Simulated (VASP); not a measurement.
# BN (e600) (F-43m) in VASP: notebook

The runs below take BN (e600) through single point, with PBEsol.

Everything below comes from runs of VASP 6.6.1. Logs are shortened: lines on timing, memory, paths and dates and some standing lists are left out, and cuts for length are marked.

### 1 The cell of the first run

It takes space group F-43m (No. 216, cubic). Conventional cell: a = 3.605 Å, b = 3.605 Å, c = 3.605 Å, α = 90.00°, β = 90.00°, γ = 90.00°. B (site symmetry -43m) has 4 N at 1.56 Å within 2.1 Å. N (site symmetry -43m) has 4 B at 1.56 Å within 2.1 Å.

### 2 Single point, PBEsol

INCAR reads:

```
SYSTEM = BN
  PREC = Accurate
  ENCUT = 600
  EDIFF = 1E-6
  ISMEAR = 0
  SIGMA = 0.01
  LREAL = .False.
  LASPH = .True.
  NELM = 120
  ALGO = Normal
  ISIF = 2
  LWAVE = .False.
  LCHARG = .False.
  GGA = PS
  NBANDS = 11
  GGA_COMPAT = .False.
```

KPOINTS reads:

```
Automatic mesh
0
Gamma
  10 10 10
  0 0 0
```

POSCAR reads:

```
BN
1.0
    0.0000000000      1.8025733205      1.8025733205
    1.8025733205      0.0000000000      1.8025733205
    1.8025733205      1.8025733205      0.0000000000
B N
1 1
Direct
    0.0000000000      0.0000000000      0.0000000000
    0.2500000000      0.2500000000      0.2500000000
```

Potentials or basis: VASP PAW PBE potentials, release 64 (B, N).

Run with:

```sh
$ cat potpaw_PBE.64/B/POTCAR potpaw_PBE.64/N/POTCAR > POTCAR
$ mpirun -np 1 vasp_std > vasp.out
```

OUTCAR:

```text
SYSTEM = BN
   PREC = Accurate
   ENCUT = 600
   EDIFF = 1E-6
   ISMEAR = 0
   LREAL = .False.
   LASPH = .True.
   NELM = 120
   ISIF = 2
   GGA = PS

 ion  position               nearest neighbor table
   1  0.000  0.000  0.000-   2 1.56   2 1.56   2 1.56   2 1.56
   2  0.250  0.250  0.250-   1 1.56   1 1.56   1 1.56   1 1.56

  LATTYP: Found a face centered cubic cell.
 ALAT       =     3.6051466410

  Lattice vectors:

 A1 = (   0.0000000000,   1.8025733205,   1.8025733205)
 A2 = (   1.8025733205,   0.0000000000,   1.8025733205)
 A3 = (   1.8025733205,   1.8025733205,   0.0000000000)

Analysis of symmetry for initial positions (statically):
=====================================================================
 Subroutine PRICEL returns:
 Original cell was already a primitive cell.

 Routine SETGRP: Setting up the symmetry group for a
 face centered cubic supercell.

 Subroutine GETGRP returns: Found 24 space group operations
 (whereof 24 operations were pure point group operations)
 out of a pool of 48 trial point group operations.

The static configuration has the point symmetry T_d .

Analysis of symmetry for dynamics (positions and initial velocities):
=====================================================================
 Subroutine PRICEL returns:
 Original cell was already a primitive cell.

 Routine SETGRP: Setting up the symmetry group for a
 face centered cubic supercell.

 Subroutine GETGRP returns: Found 24 space group operations
 (whereof 24 operations were pure point group operations)
 out of a pool of 48 trial point group operations.

The dynamic configuration has the point symmetry T_d .

 Subroutine INISYM returns: Found 24 space group operations
 (whereof 24 operations are pure point group operations),
 and found     1 'primitive' translations

----------------------------------------------------------------------------------------

                                     Primitive cell

  volume of cell :      11.7141

  direct lattice vectors                    reciprocal lattice vectors
     0.000000000  1.802573321  1.802573321    -0.277381227  0.277381227  0.277381227
     1.802573321  0.000000000  1.802573321     0.277381227 -0.277381227  0.277381227
     1.802573321  1.802573321  0.000000000     0.277381227  0.277381227 -0.277381227

  length of vectors
     2.549223637  2.549223637  2.549223637     0.480438379  0.480438379  0.480438379

  position of ions in fractional coordinates (direct lattice)
     0.000000000  0.000000000  0.000000000
     0.250000000  0.250000000  0.250000000

  ion indices of the primitive-cell ions
   primitive index   ion index
                 1           1
                 2           2

----------------------------------------------------------------------------------------

 KPOINTS: Automatic mesh

Automatic generation of k-mesh.
 Grid dimensions read from file:
 generate k-points for:   10   10   10

 Generating k-lattice:

  Cartesian coordinates                     Fractional coordinates (reciprocal lattice)
    -0.027738123  0.027738123  0.027738123     0.100000000  0.000000000  0.000000000
     0.027738123 -0.027738123  0.027738123     0.000000000  0.100000000  0.000000000
     0.027738123  0.027738123 -0.027738123     0.000000000  0.000000000  0.100000000

  Length of vectors
     0.048043838  0.048043838  0.048043838

  Shift w.r.t. Gamma in fractional coordinates (k-lattice)
     0.000000000  0.000000000  0.000000000

 Subroutine IBZKPT returns following result:
 ===========================================

 Found     47 irreducible k-points:

 Following reciprocal coordinates:
            Coordinates               Weight
  0.000000  0.000000  0.000000      1.000000
  0.100000  0.000000  0.000000      8.000000
  0.200000  0.000000  0.000000      8.000000
  0.300000  0.000000  0.000000      8.000000
  0.400000  0.000000  0.000000      8.000000
  0.500000  0.000000  0.000000      4.000000
[... 16 lines left out ...]
  0.300000  0.300000  0.000000      6.000000
  0.400000  0.300000  0.000000     24.000000
 [... further k-points ...]
   k-points           NKPTS =     47   k-points in BZ     NKDIM =     47   number of bands    NBANDS=     11
   number of dos      NEDOS =    301   number of ions     NIONS =      2
   total plane-waves  NPLWV =   8000
   dimension x,y,z NGX =    20 NGY =   20 NGZ =   20
   dimension x,y,z NGXF=    40 NGYF=   40 NGZF=   40
   ions per type =               1   1
   NGX,Y,Z   is equivalent  to a cutoff of  13.04, 13.04, 13.04 a.u.
   NGXF,Y,Z  is equivalent  to a cutoff of  26.09, 26.09, 26.09 a.u.
 SYSTEM =  BN
   PREC   = accura    normal or accurate (medium, high low for compatibility)
   ISTART =      0    job   : 0-new  1-cont  2-samecut
   ICHARG =      2    charge: 1-file 2-atom 10-const
   ISPIN  =      1    spin polarized calculation?
   LNONCOLLINEAR =      F non collinear calculations
   LSORBIT =      F    spin-orbit coupling
   LASPH  =      T    aspherical Exc in radial PAW
   ENCUT  =  600.0 eV  44.10 Ry    6.64 a.u.   5.09  5.09  5.09*2*pi/ulx,y,z
   NELM   =    120;   NELMIN=  2; NELMDL= -5     # of ELM steps
   EDIFF  = 0.1E-05   stopping-criterion for ELM
   LREAL  =      F    real-space projection
   EDIFFG = 0.1E-04   stopping-criterion for IOM
   NSW    =      0    number of steps for IOM
   IBRION =     -1    ionic relax: 0-MD 1-quasi-New 2-CG
   NFREE  =      0    steps in history (QN), initial steepest desc. (CG)
   ISIF   =      2    stress and relaxation
   ISYM   =      2    0-nonsym 1-usesym 2-fastsym
   POTIM  = 0.5000    time-step for ionic-motion
   TEBEG  =    0.0;   TEEND  =   0.0 temperature during run
   PSTRESS=    0.0 pullay stress
   NELECT =       8.0000    total number of electrons
   NUPDOWN=      -1.0000    fix difference up-down
   EMIN   =  10.00;   EMAX   =-10.00  energy-range for DOS
   EFERMI =   0.00;   METHOD = LEGACY
   ISMEAR =     0;   SIGMA  =   0.01  broadening in eV -4-tet -1-fermi 0-gaus
   EFERMI_NEDOS =   21; number of points for ismear=-14 and -15
   IALGO  =     38    algorithm
   IMIX   =      4    mixing-type and parameters
     AMIX     =   0.40;   BMIX     =  1.00
     AMIX_MAG =   1.60;   BMIX_MAG =  1.00
  volume/ion in A,a.u.               =       5.86        39.53
  Fermi-wavevector in a.u.,A,eV,Ry     =   1.441679  2.724378 28.278868  2.078438
  Thomas-Fermi vector in A             =   2.560284
   LORBIT       =      0    0 simple, 1 ext, 2 COOP (PROOUT), +10 PAW based schemes
   GGA     = PS    functional components
   LHFCALC =     F    Hartree Fock is set to
   AEXX    =    0.0000 exact exchange contribution
   IVDW    =     0    specifies the selected vdW correction
   LEPSILON=     F    determine dielectric tensor
   LRPA    =     F    only Hartree local field effects (RPA)
 non-spin polarized calculation
 Gauss-broadening in eV      SIGMA  =   0.01
  energy-cutoff  :      600.00
  volume of cell :       11.71
 maximum number of plane-waves:       399
   NGX = 11   NGY = 11   NGZ = 11

 number of electron       7.9999999 magnetization

 Free energy of the ion-electron system (eV)
  ---------------------------------------------------
  ext. energy  EPLUGINS =         0.00000000
  ---------------------------------------------------
  free energy    TOTEN  =       -18.35062759 eV

  energy without entropy =      -18.35062759  energy(sigma->0) =      -18.35062759

 E-fermi :   7.5872     XC(G=0): -13.0563

 val. band max:        7.4638783106   @ k =   0.0000   0.0000   0.0000
 cond. band min:      11.7489806105   @ k =   0.5000   0.5000   0.0000
 fundamental gap:      4.2851022999
 Fermi energy:         7.5871769504

 k-point     1 :       0.0000    0.0000    0.0000
  band No.  band energies     occupation
      1     -12.8829      2.00000
      2       7.4639      2.00000
      3       7.4639      2.00000
      4       7.4639      2.00000
      5      16.2638      0.00000
      6      16.2638      0.00000
      7      16.2638      0.00000
      8      17.8644      0.00000
      9      32.1276      0.00000
     10      35.2523      0.00000
     11      35.2523      0.00000

 k-point     2 :       0.1000    0.0000    0.0000
  band No.  band energies     occupation
      1     -12.6370      2.00000
      2       6.1775      2.00000
      3       7.2054      2.00000
      4       7.2054      2.00000
      5      16.5430      0.00000
      6      16.6533      0.00000
      7      16.6533      0.00000
      8      18.6617      0.00000
      9      31.7714      0.00000
     10      32.5377      0.00000
     11      32.5377      0.00000

 k-point     3 :       0.2000    0.0000    0.0000
  band No.  band energies     occupation
      1     -11.9123      2.00000
      2       3.4292      2.00000
      3       6.6261      2.00000
      4       6.6261      2.00000
      5      16.9368      0.00000
      6      17.4543      0.00000
      7      17.4543      0.00000
      8      20.3058      0.00000
      9      31.0080      0.00000
     10      31.0521      0.00000
     11      31.0521      0.00000

 k-point     4 :       0.3000    0.0000    0.0000
  band No.  band energies     occupation
      1     -10.7641      2.00000
      2       0.4352      2.00000
      3       6.0414      2.00000
      4       6.0414      2.00000
      5      17.3050      0.00000
      6      18.0130      0.00000
      7      18.0130      0.00000
      8      21.6506      0.00000
      9      30.5452      0.00000
     10      31.3219      0.00000
     11      31.3219      0.00000
[... 239 lines left out ...]
 k-point    22 :      -0.2000    0.2000    0.0000
  band No.  band energies     occupation
      1     -10.3846      2.00000
      2       1.2331      2.00000
      3       3.1277      2.00000
      4       6.1509      2.00000
      5      18.0032      0.00000
      6      18.4298      0.00000
      7      18.9271      0.00000
      8      21.2313      0.00000
      9      28.6473      0.00000
     10      29.6710      0.00000
     11      34.2957      0.00000

 k-point    23 :       0.3000    0.3000    0.0000
  band No.  band energies     occupation
      1     -10.0746      2.00000
      2       2.2162      2.00000
      3       3.7398      2.00000
      4       3.7399      2.00000
      5      13.4903      0.00000
      6      18.1667      0.00000
      7      22.2422      0.00000
      8      22.2422      0.00000
      9      26.1670      0.00000
     10      34.8870      0.00000
     11      39.3754      0.00000

 k-point    24 :       0.4000    0.3000    0.0000
  band No.  band energies     occupation
      1      -9.0499      2.00000
      2       0.6337      2.00000
      3       2.8794      2.00000
      4       3.3257      2.00000
      5      13.4348      0.00000
      6      18.0139      0.00000
      7      23.0012      0.00000
      8      23.0914      0.00000
      9      27.1311      0.00000
     10      34.6063      0.00000
     11      39.2505      0.00000

 [... further k-points ...]
[... 5 lines left out ...]
  --------------------------------------------------------------------------------------
  -------------------------------------------------------------------------------------
  Total        0.0368541      0.0368541      0.0368541      0.0000000      0.0000000      0.0000000
  in kB        5.0406559      5.0406559      5.0406559      0.0000000      0.0000000      0.0000000
  external PRESSURE =       5.0406559 kB  Pullay stress =       0.0000000 kB

 VOLUME and BASIS-vectors are now :
 -----------------------------------------------------------------------------
  energy-cutoff  :      600.00
  volume of cell :       11.71
      direct lattice vectors                 reciprocal lattice vectors
     0.000000000  1.802573321  1.802573321    -0.277381227  0.277381227  0.277381227
     1.802573321  0.000000000  1.802573321     0.277381227 -0.277381227  0.277381227
     1.802573321  1.802573321  0.000000000     0.277381227  0.277381227 -0.277381227

 POSITION                                       TOTAL-FORCE (eV/Angst)
 -----------------------------------------------------------------------------------
      0.00000      0.00000      0.00000         0.000000      0.000000      0.000000
      0.90129      0.90129      0.90129        -0.000000     -0.000000     -0.000000
 -----------------------------------------------------------------------------------
    total drift:                                0.000000      0.000000      0.000000

  FREE ENERGIE OF THE ION-ELECTRON SYSTEM (eV)
  ---------------------------------------------------
  free  energy   TOTEN  =       -18.3506275929 eV

  energy  without entropy=      -18.3506275929  energy(sigma->0) =      -18.35062759
```

It took 6.7 s on 1 thread of Intel Xeon 8259CL, shared host; peak memory 0.12 GiB.

Results:

```yaml
Free_energy: -18.3506 eV
Pressure: 0.5 GPa
Band_gap_on_the_k_mesh: 4.29 eV, indirect (least direct gap 8.80 eV)
```

Levels at points of the mesh, in eV from the valence-band top:
```tsv
k point	band 1	band 2	band 3	band 4	band 5	band 6	band 7	band 8	band 9
(0.00, 0.00, 0.00)	-20.35	0.00	0.00	0.00	8.80	8.80	8.80	10.40	24.66
(0.50, 0.00, 0.00)	-16.04	-10.86	-1.96	-1.96	10.20	10.67	10.67	15.16	23.30
(0.50, 0.50, 0.00)	-14.65	-9.02	-4.98	-4.98	4.29	9.14	18.00	18.00	20.76
```

Caveat: the PAW data sets were made with another functional, which shifts forces and pressure a little. A k mesh can miss the band edges.

### 3 Single point, PBEsol

INCAR reads:

```
PREC = Accurate
ENCUT = 600
EDIFF = 1E-6
ISMEAR = 0
SIGMA = 0.01
LREAL = False
LASPH = True
NELM = 120
ALGO = Normal
ISIF = 2
LWAVE = False
LCHARG = False
GGA = PS
NBANDS = 11
GGA_COMPAT = False
```

KPOINTS reads:

```
Automatic mesh
0
Gamma
  10 10 10
```

POSCAR is that of step 2.

Potentials or basis: VASP PAW PBE potentials, release 64 (B, N).

Run with:

```sh
$ cat potpaw_PBE.64/B/POTCAR potpaw_PBE.64/N/POTCAR > POTCAR
$ mpirun -np 1 vasp_std > vasp.out
```

Run time: 6.4 s. Hardware: 1 thread of Intel Xeon 8259CL, shared host; peak memory 0.12 GiB.

The run converged. Its results:

- Free energy: -18.3506 eV
- Pressure: 0.5 GPa
- Band gap on the k mesh: 4.29 eV, indirect (least direct gap 8.80 eV)

Levels at points of the mesh, in eV from the valence-band top:
| k point | band 1 | band 2 | band 3 | band 4 | band 5 | band 6 | band 7 | band 8 | band 9 |
| --- | --- | --- | --- | --- | --- | --- | --- | --- | --- |
| (0.00, 0.00, 0.00) | -20.35 | 0.00 | 0.00 | 0.00 | 8.80 | 8.80 | 8.80 | 10.40 | 24.66 |
| (0.50, 0.00, 0.00) | -16.04 | -10.86 | -1.96 | -1.96 | 10.20 | 10.67 | 10.67 | 15.16 | 23.30 |
| (0.50, 0.50, 0.00) | -14.65 | -9.02 | -4.98 | -4.98 | 4.29 | 9.14 | 18.00 | 18.00 | 20.76 |

Caveat: the PAW data sets were made with another functional, which shifts forces and pressure a little. A k mesh can miss the band edges.
